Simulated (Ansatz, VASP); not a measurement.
**HfC in VASP and in Ansatz**

```
Hf C
1.0
     0.00000    2.32573    2.32573
     2.32573    0.00000    2.32573
     2.32573    2.32573    0.00000
Hf C
1 1
Direct
  0.00000 0.00000 0.00000
  0.50000 0.50000 0.50000
```

Alike in both runs: task electric field gradients; functional PBE; k mesh 16 × 16 × 16; occupations fermi-dirac, width 0.05 eV; no spin polarisation.

|  | VASP | Ansatz |
| --- | --- | --- |
| version | VASP 6.6.1 | Ansatz 0.2.0 |
| potentials or method | VASP PAW PBE potentials, release 64 (Hf_pv, C) | PAW with Ansatz's default frozen-core files, scalar-relativistic |
| plane-wave cutoff (eV) | 520 | 420 |
| valence electrons in the cell | 14 | 30 |

VASP gave:

* pressure (GPa): -0.7

Q: What did Ansatz give for the same quantities?

A: Pressure (GPa): 0.0.

VASP's potentials hold 14 valence electrons a cell and Ansatz's 30, so a difference there can come from the potentials and not from the codes.

Neither program's run includes spin-orbit coupling.
